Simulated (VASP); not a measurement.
Wanted: the native input for a VASP 6.6.1 run.

| Item | Value |
| --- | --- |
| Task | single point |
| Functional | r2SCAN |
| Potentials or basis | VASP PAW PBE potentials, release 64 (Co, Si) |
| Cutoff | 520 eV |
| k mesh | 6 × 6 × 6 |
| Occupations | fermi-dirac, width 0.02 eV |
| Spin | no spin polarisation |
| Dipole correction | no |
| Further INCAR settings | ALGO = Normal; EDIFF = 1e-06; NBANDS = 36 |

The system is CoSi.

```
Co Si
1.0
     4.38300    0.00000    0.00000
     0.00000    4.38300    0.00000
     0.00000    0.00000    4.38300
Co Si
4 4
Cartesian
  0.6386 0.6386 0.6386
  1.5529 3.7444 2.8301
  2.8301 1.5529 3.7444
  3.7444 2.8301 1.5529
  3.6976 3.6976 3.6976
  2.8769 0.6854 1.5061
  1.5061 2.8769 0.6854
  0.6854 1.5061 2.8769
```

The input as run:

POSCAR

```
CoSi
1.0
    4.3829984386      0.0000000000      0.0000000000
    0.0000000000      4.3829984386      0.0000000000
    0.0000000000      0.0000000000      4.3829984386
Co Si
4 4
Direct
    0.1456935066      0.1456935066      0.1456935066
    0.3543064934      0.8543064934      0.6456935066
    0.6456935066      0.3543064934      0.8543064934
    0.8543064934      0.6456935066      0.3543064934
    0.8436267003      0.8436267003      0.8436267003
    0.6563732997      0.1563732997      0.3436267003
    0.3436267003      0.6563732997      0.1563732997
    0.1563732997      0.3436267003      0.6563732997
```

INCAR.step1

```
SYSTEM = CoSi
PREC = Accurate ; ENCUT = 520
ISMEAR = -1 ; SIGMA = 0.02
LREAL = .FALSE. ; LASPH = .TRUE.
NELM = 80 ; NBANDS = 36
GGA = PE ; ALGO = Normal
EDIFF = 1E-4 ; LWAVE = .TRUE.
LCHARG = .FALSE.
```

INCAR.step2

```
SYSTEM = CoSi
PREC = Accurate ; ENCUT = 520
EDIFF = 1E-6 ; ISMEAR = -1
SIGMA = 0.02 ; LREAL = .FALSE.
LASPH = .TRUE. ; NELM = 80
ALGO = Normal ; ISIF = 2
LWAVE = .FALSE. ; LCHARG = .FALSE.
METAGGA = R2SCAN ; LMIXTAU = .TRUE.
NBANDS = 36 ; ISTART = 1
```

KPOINTS

```
regular mesh
0
G
  6 6 6
  0 0 0
```

Potentials or basis: VASP PAW PBE potentials, release 64 (Co, Si).

Run with:

```bash
$ cat potpaw_PBE.64/Co/POTCAR potpaw_PBE.64/Si/POTCAR > POTCAR
$ cp INCAR.step1 INCAR
$ mpirun -np 1 vasp_std > vasp.out
$ cp INCAR.step2 INCAR
$ mpirun -np 1 vasp_std > vasp.out
```

Results of the run:

```yaml
Pressure: 0.1 GPa
Largest_force: 0.004 eV/Å
Band_gap_on_the_k_mesh: zero (band 26 reaches 12.53 eV, above the bottom of band 27 at 12.32 eV)
```

Caveat: the PAW data sets were made with another functional, which shifts forces and pressure a little.

Wall time 3.4 min on 1 thread of AMD EPYC 9R45 96-Core Processor (Zen 5), with other jobs on the host, peak memory 0.21 GiB.
